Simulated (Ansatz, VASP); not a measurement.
# Two plane-wave programs on GaN

The input INCAR:

```
PREC = Accurate ; ENCUT = 520
EDIFF = 1E-7 ; ISMEAR = 0
SIGMA = 0.1 ; LREAL = F
LASPH = T ; NELM = 100
ALGO = Normal ; ISIF = 2
LWAVE = F ; LCHARG = F
GGA = PS ; NBANDS = 16
```

KPOINTS

```
Automatic mesh
0
Gamma
  14 14 14
```

File POSCAR:

```
GaN
1.0
    0.0000000000      2.5707740711      2.5707740711
    2.5707740711      0.0000000000      2.5707740711
    2.5707740711      2.5707740711      0.0000000000
Ga N
1 1
Direct
    0.0000000000      0.0000000000      0.0000000000
    0.7500000000      0.7500000000      0.7500000000
```

Input for Ansatz:

```yaml
crystal:
  lattice:
    - [0.0, 2.5707740711, 2.5707740711]
    - [2.5707740711, 0.0, 2.5707740711]
    - [2.5707740711, 2.5707740711, 0.0]
  atoms:
    - { symbol: Ga, position: [0.0, 0.0, 0.0] }
    - { symbol: "N", position: [0.75, 0.75, 0.75] }
basis:
  ecutwfc: 420
kpoints:
  mp_grid: { grid: [14, 14, 14] }
hamiltonian:
  xc: pbesol
scf:
  occupations: { method: gaussian, width: 0.1 }
output:
  forces: true
  stress: true
  eigenvalues: true
  write_density: true
  write_potential: true
  elf: true
  volumetric_format: npy
```

Alike in both runs: task single point; functional PBEsol; k mesh 14 × 14 × 14; occupations gaussian, width 0.1 eV; no spin polarisation.

|  | VASP | Ansatz |
| --- | --- | --- |
| version | VASP 6.6.1 | Ansatz 0.2.0 |
| potentials or method | VASP PAW PBE potentials, release 64 (Ga_d, N), cutoff 520 eV | scalar-relativistic, plane waves, PAW |
| valence electrons in the cell | 18 | 18 |

|  | VASP | Ansatz | Ansatz less VASP |
| --- | --- | --- | --- |
| gap on the k mesh at the Fermi level (eV) | none | none | - |
| pressure (GPa) | -30.0 | -30.1 | -0.05 |

VASP's potentials were made for PBE, not for PBEsol. A gap of «none» marks a metal or a gap that the smearing closes. Both programs put the cell under strong tension, so it lies far from rest at this level.

Noted on VASP's run: the cell as given lies far from equilibrium.
